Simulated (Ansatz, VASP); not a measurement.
## Two plane-wave programs on AgBr

Contents of INCAR:

```
SYSTEM = AgBr
ALGO = Normal
EDIFF = 1E-8
ENCUT = 400
GGA = PE
GGA_COMPAT = .FALSE.
ISIF = 2
ISMEAR = -4
LASPH = .TRUE.
LCHARG = .FALSE.
LEFG = .TRUE.
LREAL = .FALSE.
LWAVE = .FALSE.
NBANDS = 16
NELM = 120
PREC = Accurate
SIGMA = 0.1
```

The input KPOINTS:

```
k-points
0
G
  9 9 9
  0 0 0
```

The input POSCAR:

```
AgBr
1.0
    0.0000000000      2.4862361682      2.4862361682
    2.4862361682      0.0000000000      2.4862361682
    2.4862361682      2.4862361682      0.0000000000
Ag Br
1 1
Direct
    0.0000000000      0.0000000000      0.0000000000
    0.5000000000      0.5000000000      0.5000000000
```

Input for Ansatz:

```yaml
crystal:
  lattice:
    - [0.0, 2.4862361682, 2.4862361682]
    - [2.4862361682, 0.0, 2.4862361682]
    - [2.4862361682, 2.4862361682, 0.0]
  atoms:
    - { symbol: Ag, position: [0.0, 0.0, 0.0] }
    - { symbol: Br, position: [0.5, 0.5, 0.5] }
kpoints:
  mp_grid: { grid: [9, 9, 9] }
  band_path:
    path:
      - [0.0, 0.0, 0.0]
      - [0.5, 0.0, 0.5]
      - [0.625, 0.25, 0.625]
      - [0.375, 0.375, 0.75]
      - [0.0, 0.0, 0.0]
      - [0.5, 0.5, 0.5]
      - [0.5, 0.25, 0.75]
      - [0.5, 0.0, 0.5]
    npoints: 6
scf:
  occupations: { method: tetrahedron_uncorrected }
hamiltonian:
  xc: pbe
  pseudopotentials: { kind: paw }
output:
  forces: true
  stress: true
  eigenvalues: true
  efg: { contact_densities: true }
  populations: true
basis:
  ecutrho_ratio: 12
  ecutwfc: "51.4 Ry"
```

Alike in both runs: task electric field gradients; functional PBE; k mesh 9 × 9 × 9; no spin polarisation.

```csv
,VASP,Ansatz
version,VASP 6.6.1,Ansatz 0.2.0
potentials or method,"VASP PAW PBE potentials, release 64 (Ag, Br), cutoff 400 eV","PAW with Ansatz's default frozen-core files, scalar-relativistic"
occupations,tetrahedron,tetrahedron-uncorrected
valence electrons in the cell,18,26
```

|  | VASP | Ansatz | Ansatz less VASP |
| --- | --- | --- | --- |
| gap on the k mesh at the Fermi level (eV) | 0.64 | 0.65 | +0.013 |

VASP's potentials hold 18 valence electrons a cell and Ansatz's 26, so a difference there can come from the potentials and not from the codes. Ansatz's warnings: band table not solved further.
